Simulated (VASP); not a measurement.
# Sn (I4_1/amd) in VASP: settings compared, part 3 of 3

VASP 6.6.1. The steps go on from the part before.

**5. Single point, PBE, non-collinear spin, zero start, spin-orbit coupling**

This run uses another cell than the first one, of 27.65 Å³/atom, 0.887 times its volume.

Input file INCAR:

```
SYSTEM = Sn
PREC = Accurate
ENCUT = 520
EDIFF = 1E-7
ISMEAR = -1
SIGMA = 0.05
LREAL = .False.
LASPH = .True.
NELM = 150
ALGO = Normal
ISIF = 2
LWAVE = .False.
LCHARG = .True.
MAGMOM = 0 0 0 0 0 0
LORBIT = 11
LSORBIT = .True.
GGA_COMPAT = .False.
LORBMOM = .True.
GGA = PE
LVHAR = .True.
NBANDS = 40
```

Input file KPOINTS:

```
regular mesh
0
Gamma
  7 7 7
  0 0 0
```

Input file POSCAR:

```
Sn
1.0
   -2.9401404553      2.9401404553      1.5993019889
    2.9401404553     -2.9401404553      1.5993019889
    2.9401404553      2.9401404553     -1.5993019889
Sn
2
Direct
    0.0000000000      0.0000000000      0.0000000000
    0.7500000000      0.2500000000      0.5000000000
```

Potentials or basis: VASP PAW PBE potentials, release 64 (Sn_d).

Started as:

```console
$ cat potpaw_PBE.64/Sn_d/POTCAR > POTCAR
$ mpirun -np 1 vasp_ncl > vasp.out
```

OUTCAR:

```text
SYSTEM = Sn
   PREC = Accurate
   ENCUT = 520
   EDIFF = 1E-7
   ISMEAR = -1
   LREAL = .False.
   LASPH = .True.
   NELM = 150
   ISIF = 2
   LORBIT = 11
   LSORBIT = .True.
   GGA = PE

 ion  position               nearest neighbor table
   1  0.000  0.000  0.000-   2 3.05   2 3.05   2 3.05   2 3.05
   2  0.750  0.250  0.500-   1 3.05   1 3.05   1 3.05   1 3.05

  LATTYP: Found a body centered tetragonal cell.
 ALAT       =     5.8802809106
 C/A-ratio  =     0.5439542815

  Lattice vectors:

 A1 = (  -2.9401404553,   2.9401404553,   1.5993019889)
 A2 = (   2.9401404553,  -2.9401404553,   1.5993019889)
 A3 = (   2.9401404553,   2.9401404553,  -1.5993019889)

Analysis of symmetry for initial positions (statically):
=====================================================================
 Subroutine PRICEL returns:
 Original cell was already a primitive cell.

 Routine SETGRP: Setting up the symmetry group for a
 body centered tetragonal supercell.

 Subroutine GETGRP returns: Found 16 space group operations
 (whereof  8 operations were pure point group operations)
 out of a pool of 16 trial point group operations.

The static configuration has the point symmetry D_2d.
 The point group associated with its full space group is D_4h.

Analysis of symmetry for dynamics (positions and initial velocities):
=====================================================================
 Subroutine PRICEL returns:
 Original cell was already a primitive cell.

 Routine SETGRP: Setting up the symmetry group for a
 body centered tetragonal supercell.

 Subroutine GETGRP returns: Found 16 space group operations
 (whereof  8 operations were pure point group operations)
 out of a pool of 16 trial point group operations.

The dynamic configuration has the point symmetry D_2d.
 The point group associated with its full space group is D_4h.

Analysis of structural, dynamic, and magnetic symmetry:
=====================================================================
 Subroutine PRICEL returns:
 Original cell was already a primitive cell.
[... 1246 lines left out ...]
  1        -0.000  -0.000  -0.000
  2         0.000  -0.000   0.000
 ----------------------------------------
            0.000  -0.000  -0.000

 orbital moment (z)

 # of ion     p       d       tot
 ----------------------------------------
  1         0.000   0.000   0.000
  2         0.000   0.000   0.000
 ----------------------------------------
            0.000   0.000   0.000

 Spin-Orbit-Coupling matrix elements

 Ion:    1  E_soc:     -0.1133726
 l=   1
     0.0000000    -0.0128016    -0.0127060
    -0.0128016     0.0000000    -0.0128016
    -0.0127060    -0.0128016     0.0000000
 l=   2
     0.0000000    -0.0012444     0.0000000    -0.0012444    -0.0048691
    -0.0012444     0.0000000    -0.0036719    -0.0012386    -0.0012184
     0.0000000    -0.0036719     0.0000000    -0.0036719     0.0000000
    -0.0012444    -0.0012386    -0.0036719     0.0000000    -0.0012184
    -0.0048691    -0.0012184     0.0000000    -0.0012184     0.0000000
 l=   3
     0.0000000     0.0000000     0.0000000     0.0000000     0.0000000     0.0000000     0.0000000
     0.0000000     0.0000000     0.0000000     0.0000000     0.0000000     0.0000000     0.0000000
     0.0000000     0.0000000     0.0000000     0.0000000     0.0000000     0.0000000     0.0000000
     0.0000000     0.0000000     0.0000000     0.0000000     0.0000000     0.0000000     0.0000000
     0.0000000     0.0000000     0.0000000     0.0000000     0.0000000     0.0000000     0.0000000
     0.0000000     0.0000000     0.0000000     0.0000000     0.0000000     0.0000000     0.0000000
     0.0000000     0.0000000     0.0000000     0.0000000     0.0000000     0.0000000     0.0000000

 Ion:    2  E_soc:     -0.1133726
 l=   1
     0.0000000    -0.0128016    -0.0127060
    -0.0128016     0.0000000    -0.0128016
    -0.0127060    -0.0128016     0.0000000
 l=   2
     0.0000000    -0.0012444     0.0000000    -0.0012444    -0.0048691
    -0.0012444     0.0000000    -0.0036719    -0.0012386    -0.0012184
     0.0000000    -0.0036719     0.0000000    -0.0036719     0.0000000
    -0.0012444    -0.0012386    -0.0036719     0.0000000    -0.0012184
    -0.0048691    -0.0012184     0.0000000    -0.0012184     0.0000000
 l=   3
     0.0000000     0.0000000     0.0000000     0.0000000     0.0000000     0.0000000     0.0000000
     0.0000000     0.0000000     0.0000000     0.0000000     0.0000000     0.0000000     0.0000000
     0.0000000     0.0000000     0.0000000     0.0000000     0.0000000     0.0000000     0.0000000
     0.0000000     0.0000000     0.0000000     0.0000000     0.0000000     0.0000000     0.0000000
     0.0000000     0.0000000     0.0000000     0.0000000     0.0000000     0.0000000     0.0000000
     0.0000000     0.0000000     0.0000000     0.0000000     0.0000000     0.0000000     0.0000000
     0.0000000     0.0000000     0.0000000     0.0000000     0.0000000     0.0000000     0.0000000

 total charge

# of ion       s       p       d       tot
------------------------------------------
    1        1.237   0.998   9.974  12.209
    2        1.237   0.998   9.974  12.209
--------------------------------------------------
tot          2.475   1.997  19.947  24.419

 magnetization (x)

# of ion       s       p       d       tot
------------------------------------------
    1        0.000   0.000   0.000   0.000
    2        0.000   0.000   0.000   0.000
--------------------------------------------------
tot          0.000   0.000   0.000   0.000

 magnetization (y)

# of ion       s       p       d       tot
------------------------------------------
    1       -0.000   0.000   0.000  -0.000
    2        0.000   0.000   0.000   0.000
--------------------------------------------------
tot          0.000   0.000   0.000   0.000

 magnetization (z)

# of ion       s       p       d       tot
------------------------------------------
    1        0.000  -0.000   0.000  -0.000
    2        0.000   0.000   0.000   0.000
--------------------------------------------------
tot          0.000  -0.000   0.000  -0.000
```

stdout:

```text
POSCAR found type information on POSCAR Sn
 POSCAR found :  1 types and       2 ions
 scaLAPACK will be used
 LDA part: xc-table for (Slater+PW92), standard interpolation
 POSCAR, INCAR and KPOINTS ok, starting setup
 FFT: planning ... GRIDC
 FFT: planning ... GRID_SOFT
 FFT: planning ... GRID
 WAVECAR not read
 entering main loop
```

Wall time 3.9 min (1 thread of AMD EPYC 7R43 (Zen 3), shared host); peak memory 0.4 GiB.

What came out:

- Free energy: -7.7482 eV
- Pressure: 1.2 GPa
- Net moment: 0.00 μB per cell
- Valence electrons inside the program's atomic spheres: Sn 12.21

Moments on the atoms (μB; x, y, z):
```
Sn  0.00 0.00 0.00
Sn  0.00 0.00 0.00
```

**6. Single point, PBEsol+D3(BJ)**

This run uses another cell than the first one, of 25.75 Å³/atom, 0.826 times its volume.

Input file INCAR:

```
ALGO = Normal
EDIFF = 1E-6
ENCUT = 520
GGA = PS
ISIF = 2
ISMEAR = -1
IVDW = 12
LASPH = T
LCHARG = T
LELF = T
LREAL = F
LVHAR = T
LWAVE = F
NBANDS = 21
NELM = 100
PREC = Accurate
SIGMA = 0.05
```

Input file KPOINTS:

```
k-points
0
Gamma
  9 9 9
```

Input file POSCAR:

```
Sn
1.0
   -2.8797738152      2.8797738152      1.5525637092
    2.8797738152     -2.8797738152      1.5525637092
    2.8797738152      2.8797738152     -1.5525637092
Sn
2
Direct
    0.0000000000      0.0000000000      0.0000000000
    0.7500000000      0.2500000000      0.5000000000
```

Potentials or basis: VASP PAW PBE potentials, release 64 (Sn_d).

Started as:

```console
$ cat potpaw_PBE.64/Sn_d/POTCAR > POTCAR
$ mpirun -np 1 vasp_std > vasp.out
```

Wall time 21 s (1 thread of Intel Xeon 6975P-C (Granite Rapids), shared host); peak memory 0.21 GiB.

Results (log left out):

* Free energy: -9.3193 eV
* Pressure: 0.0 GPa
* Band gap on the k mesh: zero (band 14 reaches 9.72 eV, above the bottom of band 15 at 5.48 eV)
* Dispersion energy per atom: -0.411 eV

Levels at points of the mesh, in eV from the Fermi level:
| k point | band 10 | band 11 | band 12 | band 13 | band 14 | band 15 | band 16 | band 17 | band 18 | band 19 |
| --- | --- | --- | --- | --- | --- | --- | --- | --- | --- | --- |
| (0.00, 0.00, 0.00) | -21.08 | -11.58 | -3.64 | -2.19 | -2.19 | 2.81 | 6.36 | 6.36 | 7.34 | 7.44 |

Caveat: the PAW data sets were made with another functional, which shifts forces and pressure a little; spin-orbit coupling is left out, which moves the levels of the heavy elements; pairwise dispersion overbinds metals, which lowers pressure and volume.

**7. Summary**

```tsv
task	level	spin	cell	k mesh	cutoff (eV)	gap on the mesh (eV)	pressure (GPa)	relaxed volume (Å³/atom)
single point	BLYP	off	a = 4.643 Å, angles 97.3, 97.3, 138.1°, 2 atoms	9 × 9 × 9	520	none	-0.1	-
relaxation of cell and atoms	BLYP	off	relaxed from a = 4.455 Å, angles 97.4, 97.4, 137.9°, 2 atoms	9 × 9 × 9	600	none	0.0	31.15
relaxation of cell and atoms	RPBE+D4	off	relaxed from a = 4.455 Å, angles 97.4, 97.4, 137.9°, 2 atoms	9 × 9 × 9	600	none	0.0	26.90
single point	PBE	non-collinear, zero start, SOC	a = 4.455 Å, angles 97.4, 97.4, 137.9°, 2 atoms	7 × 7 × 7	520	-	1.2	-
single point	PBEsol+D3(BJ)	off	a = 4.359 Å, angles 97.3, 97.3, 138.3°, 2 atoms	9 × 9 × 9	520	none	0.0	-
```

Alike in all rows: potentials or basis VASP PAW PBE potentials, release 64 (Sn_d); smearing fermi-dirac 0.05 eV.

Caveats: the PAW data sets were made with another functional, which shifts forces and pressure a little (some runs); spin-orbit coupling is left out, which moves the levels of the heavy elements (some runs); pairwise dispersion overbinds metals, which lowers pressure and volume (some runs).

Total energies depend on the potentials used, so only differences within one code and one set of settings carry meaning.
